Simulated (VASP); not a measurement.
# Si2W (I4/mmm) in VASP: a series of runs

Runs on Si2W. Level: PBE. Tasks: single point.

Program: VASP 6.6.1. These are calculated values, not measurements. Logs are shortened: lines on timing, memory, paths and dates and some standing lists are left out, and cuts for length are marked.

### Step 1. The cell of the first run

It takes space group I4/mmm (No. 139, tetragonal). The conventional cell has a = 3.229 Å, b = 3.229 Å, c = 7.906 Å, α = 90.00°, β = 90.00°, γ = 90.00°. Within 3.5 Å of Si (site symmetry 4mm) lie 9 Si at 2.62 to 3.23 Å and 5 W at 2.63 to 2.65 Å. W (site symmetry 4/mmm) has 10 Si at 2.63 to 2.65 Å and 4 W at 3.23 Å within 3.5 Å.

### Step 2. Single point, PBE (strain +0.0050 x Voigt [0, 0, 1, 0, 0, 0])

INCAR reads:

```
SYSTEM = Si2W
PREC = Accurate
ENCUT = 520
EDIFF = 1E-6
ISMEAR = 0
SIGMA = 0.15
LREAL = .FALSE.
LASPH = .TRUE.
NELM = 60
ALGO = Normal
ISIF = 2
LWAVE = .FALSE.
LCHARG = .FALSE.
GGA = PE
NBANDS = 18
```

KPOINTS reads:

```
Automatic mesh
0
G
  20 20 20
  0 0 0
```

POSCAR reads:

```
Si2W
1.0
   -1.6144976568      1.6144976568      3.9530809790
    1.6144976568     -1.6144976568      3.9530809790
    1.6144976568      1.6144976568     -3.9530809790
Si W
2 1
Direct
    0.3345744059      0.3345744059      0.0000000000
    0.6654255941      0.6654255941      0.0000000000
    0.0000000000      0.0000000000      0.0000000000
```

Potentials or basis: VASP PAW PBE potentials, release 64 (Si, W_sv).

Launch:

```bash
cat potpaw_PBE.64/Si/POTCAR potpaw_PBE.64/W_sv/POTCAR > POTCAR
mpirun -np 1 vasp_std > vasp.out
```

OUTCAR:

```text
SYSTEM = Si2W
   PREC = Accurate
   ENCUT = 520
   EDIFF = 1E-6
   ISMEAR = 0
   LREAL = .FALSE.
   LASPH = .TRUE.
   NELM = 60
   ISIF = 2
   GGA = PE

 ion  position               nearest neighbor table
   1  0.335  0.335  0.000-   2 2.62   3 2.63   3 2.63   3 2.63   3 2.63   3 2.65   2 2.65   2 2.65
                             2 2.65   2 2.65
   2  0.665  0.665  0.000-   1 2.62   3 2.63   3 2.63   3 2.63   3 2.63   3 2.65   1 2.65   1 2.65
                             1 2.65   1 2.65
   3  0.000  0.000  0.000-   2 2.63   2 2.63   1 2.63   1 2.63   2 2.63   2 2.63   1 2.63   1 2.63
                             1 2.65   2 2.65

  LATTYP: Found a body centered tetragonal cell.
 ALAT       =     3.2289953136
 C/A-ratio  =     2.4484897592

  Lattice vectors:

 A1 = (  -1.6144976568,   1.6144976568,   3.9530809790)
 A2 = (   1.6144976568,  -1.6144976568,   3.9530809790)
 A3 = (   1.6144976568,   1.6144976568,  -3.9530809790)

Analysis of symmetry for initial positions (statically):
=====================================================================
 Subroutine PRICEL returns:
 Original cell was already a primitive cell.

 Routine SETGRP: Setting up the symmetry group for a
 body centered tetragonal supercell.

 Subroutine GETGRP returns: Found 16 space group operations
 (whereof 16 operations were pure point group operations)
 out of a pool of 16 trial point group operations.

The static configuration has the point symmetry D_4h.

Analysis of symmetry for dynamics (positions and initial velocities):
=====================================================================
 Subroutine PRICEL returns:
 Original cell was already a primitive cell.

 Routine SETGRP: Setting up the symmetry group for a
 body centered tetragonal supercell.

 Subroutine GETGRP returns: Found 16 space group operations
 (whereof 16 operations were pure point group operations)
 out of a pool of 16 trial point group operations.

The dynamic configuration has the point symmetry D_4h.

 Subroutine INISYM returns: Found 16 space group operations
 (whereof 16 operations are pure point group operations),
 and found     1 'primitive' translations

----------------------------------------------------------------------------------------

                                     Primitive cell

  volume of cell :      41.2164

  direct lattice vectors                    reciprocal lattice vectors
    -1.614497657  1.614497657  3.953080979     0.000000000  0.309693853  0.126483622
     1.614497657 -1.614497657  3.953080979     0.309693853  0.000000000  0.126483622
     1.614497657  1.614497657 -3.953080979     0.309693853  0.309693853  0.000000000

  length of vectors
     4.565090864  4.565090864  4.565090864     0.334527113  0.334527113  0.437973247

  position of ions in fractional coordinates (direct lattice)
     0.334574406  0.334574406  0.000000000
     0.665425594  0.665425594  0.000000000
     0.000000000  0.000000000  0.000000000

  ion indices of the primitive-cell ions
   primitive index   ion index
                 1           1
                 2           2
                 3           3

----------------------------------------------------------------------------------------

 KPOINTS: Automatic mesh

Automatic generation of k-mesh.
 Grid dimensions read from file:
 generate k-points for:   20   20   20

 Generating k-lattice:

  Cartesian coordinates                     Fractional coordinates (reciprocal lattice)
     0.000000000  0.015484693  0.006324181     0.050000000  0.000000000 -0.000000000
     0.015484693  0.000000000  0.006324181     0.000000000  0.050000000 -0.000000000
     0.015484693  0.015484693  0.000000000     0.000000000  0.000000000  0.050000000

  Length of vectors
     0.016726356  0.016726356  0.021898662

  Shift w.r.t. Gamma in fractional coordinates (k-lattice)
     0.000000000  0.000000000  0.000000000

 Subroutine IBZKPT returns following result:
 ===========================================

 Found    641 irreducible k-points:

 Following reciprocal coordinates:
            Coordinates               Weight
  0.000000  0.000000  0.000000      1.000000
  0.050000  0.000000 -0.000000      8.000000
  0.100000  0.000000  0.000000      8.000000
  0.150000 -0.000000  0.000000      8.000000
  0.200000  0.000000  0.000000      8.000000
  0.250000  0.000000 -0.000000      8.000000
[... 16 lines left out ...]
 -0.400000  0.050000 -0.000000     16.000000
 -0.350000  0.050000  0.000000     16.000000
 [... further k-points ...]
   k-points           NKPTS =    641   k-points in BZ     NKDIM =    641   number of bands    NBANDS=     18
   number of dos      NEDOS =    301   number of ions     NIONS =      3
   total plane-waves  NPLWV =  46656
   dimension x,y,z NGX =    36 NGY =   36 NGZ =   36
   dimension x,y,z NGXF=    72 NGYF=   72 NGZF=   72
   ions per type =               2   1
   NGX,Y,Z   is equivalent  to a cutoff of  13.11, 13.11, 13.11 a.u.
   NGXF,Y,Z  is equivalent  to a cutoff of  26.22, 26.22, 26.22 a.u.
 SYSTEM =  Si2W
   PREC   = accura    normal or accurate (medium, high low for compatibility)
   ISTART =      0    job   : 0-new  1-cont  2-samecut
   ICHARG =      2    charge: 1-file 2-atom 10-const
   ISPIN  =      1    spin polarized calculation?
   LNONCOLLINEAR =      F non collinear calculations
   LSORBIT =      F    spin-orbit coupling
   LASPH  =      T    aspherical Exc in radial PAW
   ENCUT  =  520.0 eV  38.22 Ry    6.18 a.u.   8.49  8.49  8.49*2*pi/ulx,y,z
   NELM   =     60;   NELMIN=  2; NELMDL= -5     # of ELM steps
   EDIFF  = 0.1E-05   stopping-criterion for ELM
   LREAL  =      F    real-space projection
   EDIFFG = 0.1E-04   stopping-criterion for IOM
   NSW    =      0    number of steps for IOM
   IBRION =     -1    ionic relax: 0-MD 1-quasi-New 2-CG
   NFREE  =      0    steps in history (QN), initial steepest desc. (CG)
   ISIF   =      2    stress and relaxation
   ISYM   =      2    0-nonsym 1-usesym 2-fastsym
   POTIM  = 0.5000    time-step for ionic-motion
   TEBEG  =    0.0;   TEEND  =   0.0 temperature during run
   PSTRESS=    0.0 pullay stress
   NELECT =      22.0000    total number of electrons
   NUPDOWN=      -1.0000    fix difference up-down
   EMIN   =  10.00;   EMAX   =-10.00  energy-range for DOS
   EFERMI =   0.00;   METHOD = LEGACY
   ISMEAR =     0;   SIGMA  =   0.15  broadening in eV -4-tet -1-fermi 0-gaus
   EFERMI_NEDOS =   21; number of points for ismear=-14 and -15
   IALGO  =     38    algorithm
   IMIX   =      4    mixing-type and parameters
     AMIX     =   0.40;   BMIX     =  1.00
     AMIX_MAG =   1.60;   BMIX_MAG =  1.00
  volume/ion in A,a.u.               =      13.74        92.71
  Fermi-wavevector in a.u.,A,eV,Ry     =   1.327982  2.509522 23.994369  1.763536
  Thomas-Fermi vector in A             =   2.457254
   LORBIT       =      0    0 simple, 1 ext, 2 COOP (PROOUT), +10 PAW based schemes
   GGA     = PE    functional components
   LHFCALC =     F    Hartree Fock is set to
   AEXX    =    0.0000 exact exchange contribution
   IVDW    =     0    specifies the selected vdW correction
   LEPSILON=     F    determine dielectric tensor
   LRPA    =     F    only Hartree local field effects (RPA)
 non-spin polarized calculation
 Gauss-broadening in eV      SIGMA  =   0.15
  energy-cutoff  :      520.00
  volume of cell :       41.22
 maximum number of plane-waves:      1139
 NGX is ok and might be reduce to    36
   NGX = 17   NGY = 17   NGZ = 17

 number of electron      22.0000000 magnetization

 Free energy of the ion-electron system (eV)
  ---------------------------------------------------
  ext. energy  EPLUGINS =         0.00000000
  ---------------------------------------------------
  free energy    TOTEN  =       -24.81468230 eV

  energy without entropy =      -24.81180456  energy(sigma->0) =      -24.81324343

 E-fermi :  11.6880     XC(G=0): -12.4382

 val. band max:       11.6850549941   @ k =  -0.1000  -0.2000   0.1000
 cond. band min:      11.6968225268   @ k =  -0.1500  -0.2500   0.1500
 fundamental gap:      0.0117675327
 Fermi energy:        11.6879806156

 k-point     1 :       0.0000    0.0000    0.0000
  band No.  band energies     occupation
      1     -62.2051      2.00000
      2     -26.4519      2.00000
      3     -26.4322      2.00000
      4     -26.4322      2.00000
      5      -2.2320      2.00000
      6       4.9486      2.00000
[... 10 lines left out ...]
     17      17.2305      0.00000
     18      17.2305      0.00000

 k-point     2 :       0.0500    0.0000   -0.0000
  band No.  band energies     occupation
      1     -62.2050      2.00000
      2     -26.4516      2.00000
      3     -26.4373      2.00000
      4     -26.4318      2.00000
      5      -2.1849      2.00000
      6       4.9508      2.00000
[... 10 lines left out ...]
     17      17.2350      0.00000
     18      17.4219      0.00000

 k-point     3 :       0.1000    0.0000    0.0000
  band No.  band energies     occupation
      1     -62.2045      2.00000
      2     -26.4521      2.00000
      3     -26.4504      2.00000
      4     -26.4304      2.00000
      5      -2.0445      2.00000
      6       4.9513      2.00000
[... 10 lines left out ...]
     17      17.2771      0.00000
     18      17.9005      0.00000

 k-point     4 :       0.1500   -0.0000    0.0000
  band No.  band energies     occupation
      1     -62.2037      2.00000
      2     -26.4749      2.00000
      3     -26.4487      2.00000
      4     -26.4283      2.00000
      5      -1.8131      2.00000
      6       4.9292      2.00000
[... 10 lines left out ...]
     17      17.4717      0.00000
     18      18.5667      0.00000

 k-point     5 :       0.2000    0.0000    0.0000
  band No.  band energies     occupation
      1     -62.2028      2.00000
      2     -26.5035      2.00000
      3     -26.4465      2.00000
      4     -26.4257      2.00000
      5      -1.4949      2.00000
      6       4.8415      2.00000
[... 10 lines left out ...]
     17      17.9465      0.00000
     18      19.3752      0.00000

 k-point     6 :       0.2500    0.0000   -0.0000
  band No.  band energies     occupation
      1     -62.2017      2.00000
      2     -26.5350      2.00000
      3     -26.4440      2.00000
      4     -26.4228      2.00000
      5      -1.0952      2.00000
      6       4.6270      2.00000
[... 10 lines left out ...]
     17      18.5337      0.00000
     18      20.2558      0.00000

 k-point     7 :       0.3000   -0.0000    0.0000
  band No.  band energies     occupation
      1     -62.2006      2.00000
      2     -26.5664      2.00000
      3     -26.4415      2.00000
      4     -26.4199      2.00000
      5      -0.6210      2.00000
      6       4.2520      2.00000
[... 10 lines left out ...]
     17      18.8253      0.00000
     18      20.4018      0.00000

 k-point     8 :       0.3500    0.0000   -0.0000
  band No.  band energies     occupation
      1     -62.1996      2.00000
      2     -26.5946      2.00000
      3     -26.4393      2.00000
      4     -26.4173      2.00000
      5      -0.0808      2.00000
      6       3.7428      2.00000
[... 10 lines left out ...]
     17      18.6718      0.00000
     18      20.0193      0.00000
[... 229 lines left out ...]
     17      18.3249      0.00000
     18      19.4069      0.00000

 k-point    20 :       0.4500    0.0500    0.0000
  band No.  band energies     occupation
      1     -62.1981      2.00000
      2     -26.6304      2.00000
      3     -26.4361      2.00000
      4     -26.4187      2.00000
      5       1.2660      2.00000
      6       2.4427      2.00000
[... 10 lines left out ...]
     17      18.2254      0.00000
     18      18.8150      0.00000

 k-point    21 :       0.5000    0.0500    0.0000
  band No.  band energies     occupation
      1     -62.1980      2.00000
      2     -26.6352      2.00000
      3     -26.4355      2.00000
      4     -26.4182      2.00000
      5       1.7438      2.00000
      6       1.9536      2.00000
[... 10 lines left out ...]
     17      18.3738      0.00000
     18      18.5284      0.00000

 k-point    22 :      -0.4500    0.0500    0.0000
  band No.  band energies     occupation
      1     -62.1982      2.00000
      2     -26.6303      2.00000
      3     -26.4357      2.00000
      4     -26.4187      2.00000
      5       1.1006      2.00000
      6       2.5970      2.00000
[... 10 lines left out ...]
     17      18.4840      0.00000
     18      18.9246      0.00000

 k-point    23 :      -0.4000    0.0500   -0.0000
  band No.  band energies     occupation
      1     -62.1987      2.00000
      2     -26.6161      2.00000
      3     -26.4367      2.00000
      4     -26.4200      2.00000
      5       0.4669      2.00000
      6       3.2457      2.00000
[... 10 lines left out ...]
     17      18.6223      0.00000
     18      19.7062      0.00000

 k-point    24 :      -0.3500    0.0500    0.0000
  band No.  band energies     occupation
      1     -62.1994      2.00000
      2     -26.5939      2.00000
      3     -26.4384      2.00000
      4     -26.4221      2.00000
      5      -0.1221      2.00000
      6       3.8606      2.00000
[... 10 lines left out ...]
     17      18.8047      0.00000
     18      20.0708      0.00000

 [... further k-points ...]
[... 5 lines left out ...]
  --------------------------------------------------------------------------------------
  -------------------------------------------------------------------------------------
  Total       -0.0937589     -0.0937589     -0.6569480      0.0000000      0.0000000      0.0000000
  in kB       -3.6446219     -3.6446219    -25.5370670      0.0000000      0.0000000      0.0000000
  external PRESSURE =     -10.9421036 kB  Pullay stress =       0.0000000 kB

 VOLUME and BASIS-vectors are now :
 -----------------------------------------------------------------------------
  energy-cutoff  :      520.00
  volume of cell :       41.22
      direct lattice vectors                 reciprocal lattice vectors
    -1.614497657  1.614497657  3.953080979     0.000000000  0.309693853  0.126483622
     1.614497657 -1.614497657  3.953080979     0.309693853  0.000000000  0.126483622
     1.614497657  1.614497657 -3.953080979     0.309693853  0.309693853  0.000000000

 POSITION                                       TOTAL-FORCE (eV/Angst)
 -----------------------------------------------------------------------------------
      0.00000      0.00000      2.64520        -0.000000     -0.000000      0.010729
      0.00000      0.00000      5.26096        -0.000000     -0.000000     -0.010729
      0.00000      0.00000      0.00000         0.000000      0.000000     -0.000000
 -----------------------------------------------------------------------------------
    total drift:                                0.000000     -0.000000      0.000000

  FREE ENERGIE OF THE ION-ELECTRON SYSTEM (eV)
  ---------------------------------------------------
  free  energy   TOTEN  =       -24.8146823022 eV

  energy  without entropy=      -24.8118045552  energy(sigma->0) =      -24.81324343
```

It took 4 min on 1 thread of Intel Xeon 6975P-C (Granite Rapids), shared host; peak memory 0.56 GiB.

Results:

| Quantity | Value |
| --- | --- |
| Free energy | -24.8147 eV |
| Pressure | -1.1 GPa |
| Largest force | 0.011 eV/Å |
| Band gap on the k mesh | zero (band 11 reaches 12.43 eV, above the bottom of band 12 at 11.14 eV) |

Forces on the atoms (eV/Å):
```
Si   0.000  0.000  0.011
Si   0.000  0.000 -0.011
W    0.000  0.000  0.000
```

Stress tensor (GPa, compression positive):
```
-0.36  0.00  0.00
 0.00 -0.36  0.00
 0.00  0.00 -2.55
```

Levels at points of the mesh, in eV from the Fermi level:
| k point | band 9 | band 10 | band 11 | band 12 | band 13 | band 14 |
| --- | --- | --- | --- | --- | --- | --- |
| (0.00, 0.00, 0.00) | -2.77 | -2.77 | 0.63 | 2.65 | 3.00 | 3.06 |
| (0.50, 0.00, 0.00) | -2.71 | -2.71 | -0.40 | 2.66 | 2.78 | 3.84 |
| (0.50, 0.50, 0.00) | -4.93 | -3.21 | -1.75 | 2.67 | 2.92 | 3.06 |
| (0.50, 0.50, 0.50) | -0.81 | -0.81 | -0.49 | -0.49 | 0.80 | 4.33 |

Caveat: the cell differs from its parent crystal (strain +0.0050 x Voigt [0, 0, 1, 0, 0, 0]); spin-orbit coupling is left out, which moves the levels of the heavy elements.

(Continued in part 2 of 2.)
